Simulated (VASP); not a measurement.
# Cl (P1) in VASP: relaxation of cell and atoms with PBE

Aim: the relaxation of cell and atoms of Cl with PBE.

Everything below comes from runs of VASP 6.6.1. Logs are shortened: lines on timing, memory, paths and dates and some standing lists are left out, and cuts for length are marked.

## Step 1: The cell of the first run

The typed cell holds 8 atoms: a = 5.055 Å, b = 7.889 Å, c = 8.650 Å, α = 91.29°, β = 90.52°, γ = 99.70°.

## Step 2: Relaxation of cell and atoms, PBE

Contents of INCAR:

```
SYSTEM = Cl
  PREC = Accurate
  ENCUT = 600
  EDIFF = 1E-7
  ISMEAR = 0
  SIGMA = 0.1
  LREAL = .False.
  LASPH = .True.
  NELM = 100
  ALGO = Normal
  ISIF = 3
  LWAVE = .False.
  LCHARG = .False.
  GGA = PE
  IBRION = 2
  NSW = 80
  EDIFFG = -0.025
```

Contents of KPOINTS:

```
Automatic mesh
0
Gamma
  4 2 2
  0 0 0
```

Contents of POSCAR:

```
Cl
1.0
    2.1700793893     -4.5659220270     -0.0229395378
    6.4519226407      4.5382732048     -0.0895397904
   -0.1112793452     -0.0097196067      8.6495643846
Cl
8
Direct
    0.4027011030      0.1919003745     -0.0173149651
    0.4329564094      0.1892050007      0.4956357107
    0.9013618366      0.6998491942     -0.0027251044
    0.9279213760      0.6896123123      0.5148574041
    0.0941474738      0.3014469857      0.0022673690
    0.0309690839      0.3115415035      0.5040481303
    0.6054343952      0.8144919077     -0.0131461300
    0.6045083221      0.8019527214      0.5163775854
```

Potentials or basis: VASP PAW PBE potentials, release 64 (Cl).

Launch:

```bash
$ cat potpaw_PBE.64/Cl/POTCAR > POTCAR
$ mpirun -np 1 vasp_std > vasp.out
```

OUTCAR:

```text
SYSTEM = Cl
   PREC = Accurate
   ENCUT = 600
   EDIFF = 1E-7
   ISMEAR = 0
   LREAL = .False.
   LASPH = .True.
   NELM = 100
   ISIF = 3
   GGA = PE
   IBRION = 2
   NSW = 80
   EDIFFG = -0.025

 ion  position               nearest neighbor table
   1  0.403  0.192  0.983-   5 1.91
   2  0.433  0.189  0.496-   6 2.39
   3  0.901  0.700  0.997-   7 1.88
   4  0.928  0.690  0.515-   8 1.99
   5  0.094  0.301  0.002-   1 1.91
   6  0.031  0.312  0.504-   2 2.39
   7  0.605  0.814  0.987-   3 1.88
   8  0.605  0.802  0.516-   4 1.99

  LATTYP: Found a triclinic cell.
 ALAT       =     8.6227800077
 B/A-ratio  =     0.5862882010
 C/A-ratio  =     1.0031898795
 COS(alpha) =     0.0090444653
 COS(beta)  =     0.0259028273
 COS(gamma) =     0.4321732452

  Lattice vectors:

 A1 = (   8.6220020300,  -0.0276488222,  -0.1124793282)
 A2 = (   2.1700793893,  -4.5659220270,  -0.0229395378)
 A3 = (   0.1112793452,   0.0097196067,  -8.6495643846)

Analysis of symmetry for initial positions (statically):
=====================================================================
 Subroutine PRICEL returns:
 Original cell was already a primitive cell.

 Routine SETGRP: Setting up the symmetry group for a
 triclinic supercell.

 Subroutine GETGRP returns: Found  1 space group operations
 (whereof  1 operations were pure point group operations)
 out of a pool of  2 trial point group operations.

The static configuration has the point symmetry C_1 .

Analysis of symmetry for dynamics (positions and initial velocities):
=====================================================================
 Subroutine PRICEL returns:
 Original cell was already a primitive cell.

 Routine SETGRP: Setting up the symmetry group for a
 triclinic supercell.

 Subroutine GETGRP returns: Found  1 space group operations
 (whereof  1 operations were pure point group operations)
 out of a pool of  2 trial point group operations.

The dynamic configuration has the point symmetry C_1 .

 Subroutine INISYM returns: Found  1 space group operations
 (whereof  1 operations are pure point group operations),
 and found     1 'primitive' translations

----------------------------------------------------------------------------------------

                                     Primitive cell

  volume of cell :     339.9343

  direct lattice vectors                    reciprocal lattice vectors
     2.170079389 -4.565922027 -0.022939538     0.115472962 -0.164138667  0.001301151
     6.451922641  4.538273205 -0.089539790     0.116179697  0.055209759  0.001556728
    -0.111279345 -0.009719607  8.649564385     0.001508932  0.000136216  0.115632325

  length of vectors
     5.055434179  7.888678395  8.650285637     0.200691803  0.128640052  0.115642250

  position of ions in fractional coordinates (direct lattice)
     0.402701103  0.191900375  0.982685035
     0.432956409  0.189205001  0.495635711
     0.901361837  0.699849194  0.997274896
     0.927921376  0.689612312  0.514857404
     0.094147474  0.301446986  0.002267369
     0.030969084  0.311541504  0.504048130
     0.605434395  0.814491908  0.986853870
     0.604508322  0.801952721  0.516377585

  ion indices of the primitive-cell ions
   primitive index   ion index
                 1           1
                 2           2
                 3           3
                 4           4
                 5           5
                 6           6
                 7           7
                 8           8

----------------------------------------------------------------------------------------

 KPOINTS: Automatic mesh

Automatic generation of k-mesh.
 Grid dimensions read from file:
 generate k-points for:    4    2    2

 Generating k-lattice:

  Cartesian coordinates                     Fractional coordinates (reciprocal lattice)
     0.028868240 -0.041034667  0.000325288     0.250000000 -0.000000000  0.000000000
     0.058089849  0.027604880  0.000778364    -0.000000000  0.500000000  0.000000000
     0.000754466  0.000068108  0.057816162    -0.000000000 -0.000000000  0.500000000

  Length of vectors
     0.050172951  0.064320026  0.057821125

  Shift w.r.t. Gamma in fractional coordinates (k-lattice)
     0.000000000  0.000000000  0.000000000

 Subroutine IBZKPT returns following result:
 ===========================================

 Found     12 irreducible k-points:

 Following reciprocal coordinates:
            Coordinates               Weight
  0.000000  0.000000  0.000000      1.000000
  0.250000  0.000000  0.000000      2.000000
  0.500000  0.000000  0.000000      1.000000
 -0.000000  0.500000  0.000000      1.000000
  0.250000  0.500000 -0.000000      2.000000
  0.500000  0.500000 -0.000000      1.000000
  0.000000  0.000000  0.500000      1.000000
  0.250000 -0.000000  0.500000      2.000000
  0.500000  0.000000  0.500000      1.000000
 -0.000000  0.500000  0.500000      1.000000
  0.250000  0.500000  0.500000      2.000000
  0.500000  0.500000  0.500000      1.000000
   k-points           NKPTS =     12   k-points in BZ     NKDIM =     12   number of bands    NBANDS=     33
   number of dos      NEDOS =    301   number of ions     NIONS =      8
   total plane-waves  NPLWV = 179200
   dimension x,y,z NGX =    40 NGY =   64 NGZ =   70
   dimension x,y,z NGXF=    80 NGYF=  128 NGZF=  140
   ions per type =               8
   NGX,Y,Z   is equivalent  to a cutoff of  13.15, 13.49, 13.45 a.u.
   NGXF,Y,Z  is equivalent  to a cutoff of  26.31, 26.97, 26.91 a.u.
 SYSTEM =  Cl
   PREC   = accura    normal or accurate (medium, high low for compatibility)
   ISTART =      0    job   : 0-new  1-cont  2-samecut
   ICHARG =      2    charge: 1-file 2-atom 10-const
   ISPIN  =      1    spin polarized calculation?
   LNONCOLLINEAR =      F non collinear calculations
   LSORBIT =      F    spin-orbit coupling
   LASPH  =      T    aspherical Exc in radial PAW
   ENCUT  =  600.0 eV  44.10 Ry    6.64 a.u.  10.10 15.76 17.28*2*pi/ulx,y,z
   NELM   =    100;   NELMIN=  2; NELMDL= -5     # of ELM steps
   EDIFF  = 0.1E-06   stopping-criterion for ELM
   LREAL  =      F    real-space projection
   EDIFFG = -.3E-01   stopping-criterion for IOM
   NSW    =     80    number of steps for IOM
   IBRION =      2    ionic relax: 0-MD 1-quasi-New 2-CG
   NFREE  =      1    steps in history (QN), initial steepest desc. (CG)
   ISIF   =      3    stress and relaxation
   ISYM   =      2    0-nonsym 1-usesym 2-fastsym
   POTIM  = 0.5000    time-step for ionic-motion
   TEBEG  =    0.0;   TEEND  =   0.0 temperature during run
   PSTRESS=    0.0 pullay stress
   NELECT =      56.0000    total number of electrons
   NUPDOWN=      -1.0000    fix difference up-down
   EMIN   =  10.00;   EMAX   =-10.00  energy-range for DOS
   EFERMI =   0.00;   METHOD = LEGACY
   ISMEAR =     0;   SIGMA  =   0.10  broadening in eV -4-tet -1-fermi 0-gaus
   EFERMI_NEDOS =   21; number of points for ismear=-14 and -15
   IALGO  =     38    algorithm
   IMIX   =      4    mixing-type and parameters
     AMIX     =   0.40;   BMIX     =  1.00
     AMIX_MAG =   1.60;   BMIX_MAG =  1.00
  volume/ion in A,a.u.               =      42.49       286.75
  Fermi-wavevector in a.u.,A,eV,Ry     =   0.897441  1.695917 10.958135  0.805400
  Thomas-Fermi vector in A             =   2.020025
   LORBIT       =      0    0 simple, 1 ext, 2 COOP (PROOUT), +10 PAW based schemes
   GGA     = PE    functional components
   LHFCALC =     F    Hartree Fock is set to
   AEXX    =    0.0000 exact exchange contribution
   IVDW    =     0    specifies the selected vdW correction
   LEPSILON=     F    determine dielectric tensor
   LRPA    =     F    only Hartree local field effects (RPA)
 conjugate gradient relaxation of ions
 non-spin polarized calculation
 Gauss-broadening in eV      SIGMA  =   0.10
  energy-cutoff  :      600.00
  volume of cell :      339.93
 maximum number of plane-waves:     11392
   NGX = 21   NGY = 31   NGZ = 35

--------------------------------------- Ionic step        1  -------------------------------------------

 number of electron      56.0000004 magnetization

 Free energy of the ion-electron system (eV)
  ---------------------------------------------------
  ext. energy  EPLUGINS =         0.00000000
  ---------------------------------------------------
  free energy    TOTEN  =       -13.77095799 eV

  energy without entropy =      -13.76145888  energy(sigma->0) =      -13.76620843

------------------------ aborting loop because EDIFF is reached ----------------------------------------

  FORCE on cell =-STRESS in cart. coord.  units (eV):
  Direction    XX          YY          ZZ          XY          YZ          ZX
  --------------------------------------------------------------------------------------
  -------------------------------------------------------------------------------------
  Total       -0.3731218      4.7505906      0.1023797      0.7542910     -0.0859801     -0.0187669
  in kB       -1.7585966     22.3904722      0.4825356      3.5551224     -0.4052413     -0.0884520
  external PRESSURE =       7.0381370 kB  Pullay stress =       0.0000000 kB
[... 107 lines left out ...]
  FREE ENERGIE OF THE ION-ELECTRON SYSTEM (eV)
  ---------------------------------------------------
  free  energy   TOTEN  =       -14.1118210722 eV

  energy  without entropy=      -14.1098777888  energy(sigma->0) =      -14.11084943

[... ionic steps 4 to 41 ...]

--------------------------------------- Ionic step       42  -------------------------------------------

 number of electron      56.0000000 magnetization

------------------------ aborting loop because EDIFF is reached ----------------------------------------

  FORCE on cell =-STRESS in cart. coord.  units (eV):
  Direction    XX          YY          ZZ          XY          YZ          ZX
  --------------------------------------------------------------------------------------
  -------------------------------------------------------------------------------------
  Total        0.0216914      0.0909925     -0.0218818     -0.0027233      0.0104454     -0.0011136
  in kB        0.0979541      0.4109037     -0.0988138     -0.0122980      0.0471694     -0.0050289
  external PRESSURE =       0.1366813 kB  Pullay stress =       0.0000000 kB
[... 69 lines left out ...]
  energy  without entropy=      -14.6550222019  energy(sigma->0) =      -14.65502220

--------------------------------------- Ionic step       44  -------------------------------------------

 number of electron      56.0000000 magnetization

 Free energy of the ion-electron system (eV)
  ---------------------------------------------------
  ext. energy  EPLUGINS =         0.00000000
  ---------------------------------------------------
  free energy    TOTEN  =       -14.65511206 eV

  energy without entropy =      -14.65511206  energy(sigma->0) =      -14.65511206

 E-fermi :  -2.2026     XC(G=0):  -5.9247

 val. band max:       -2.6678637024   @ k =   0.5000   0.5000  -0.0000
 cond. band min:      -0.7425075289   @ k =   0.5000   0.5000  -0.0000
 fundamental gap:      1.9253561735
 Fermi energy:        -2.2025796997

 k-point     1 :       0.0000    0.0000    0.0000
  band No.  band energies     occupation
      1     -19.4229      2.00000
      2     -19.4022      2.00000
      3     -19.3392      2.00000
      4     -19.3202      2.00000
      5     -15.2095      2.00000
      6     -15.1815      2.00000
[... 456 lines left out ...]
  FREE ENERGIE OF THE ION-ELECTRON SYSTEM (eV)
  ---------------------------------------------------
  free  energy   TOTEN  =       -14.6551120587 eV

  energy  without entropy=      -14.6551120587  energy(sigma->0) =      -14.65511206

 reached required accuracy - stopping structural energy minimisation
```

Run time: 35 min. Hardware: 1 thread of AMD EPYC 9R45 (Zen 5), shared host; peak memory 0.45 GiB.

What came out:

```
Free energy                           : -14.6551 eV
Relaxed volume                        : 44.38 Å³/atom
Relaxed cell                          : a = 5.134 Å, b = 7.978 Å, c = 8.787 Å, α = 90.99°, β = 91.11°, γ = 99.32°
Space group after relaxing (to 0.1 Å) : P1 (No. 1)
Energy gained by relaxing             : 110.5 meV/atom
Ionic steps                           : 44
Pressure after relaxing               : 0.0 GPa
Largest force after relaxing          : 0.021 eV/Å
Band gap on the k mesh                : 1.93 eV
```

Forces in eV/Å, atoms in the order of the input:
```
Cl  -0.005 -0.001  0.004
Cl   0.007 -0.020 -0.001
Cl  -0.011  0.001  0.003
Cl  -0.001  0.010 -0.007
Cl   0.010  0.004 -0.001
Cl  -0.003  0.011 -0.002
Cl   0.006 -0.004  0.007
Cl  -0.003 -0.002 -0.002
```

The path:
```
step  energy change (eV)  largest force (eV/Å)  pressure (GPa)  volume (Å³)
   1              0.0000                2.9491            0.70       339.93
   3             -0.3409                2.1442           -1.27       344.04
   5             -0.7895                1.0746            0.00       334.47
   7             -0.8493                0.2947            0.29       333.85
   9             -0.8562                0.2094            0.04       335.76
  11             -0.8604                0.1711            0.18       337.35
  13             -0.8721                0.1769            0.08       344.29
  15             -0.8793                0.0955           -0.01       357.91
  17             -0.8796                0.0320           -0.02       358.29
  19             -0.8798                0.0529           -0.01       357.69
  21             -0.8800                0.0878            0.03       356.77
  23             -0.8807                0.0516            0.01       355.52
  25             -0.8810                0.0674            0.00       354.35
  27             -0.8813                0.0438            0.02       353.15
  29             -0.8814                0.0325            0.02       353.28
  31             -0.8816                0.0433            0.02       353.18
  33             -0.8822                0.0583            0.01       353.31
  35             -0.8827                0.0704            0.01       353.51
  37             -0.8834                0.0637            0.05       353.77
  39             -0.8836                0.0639            0.00       354.31
  41             -0.8839                0.0439            0.00       354.73
  43             -0.8841                0.0265            0.03       354.86
  44             -0.8842                0.0211            0.02       355.02
```

Final structure:
```
Cl
1.0
     2.21997   -4.62868   -0.04956
     6.53942    4.57023   -0.06983
    -0.11796    0.03781    8.78609
Cl
8
Direct
  0.41233 0.19605 0.98784
  0.40297 0.19022 0.49287
  0.91484 0.69988 0.99791
  0.91567 0.69265 0.51066
  0.08705 0.30373 0.00038
  0.08430 0.30463 0.50318
  0.58927 0.80824 0.99652
  0.59358 0.80460 0.51064
```

Caveat: this functional lacks dispersion, which holds the molecules together, so the pressure and a relaxed volume are unreliable.
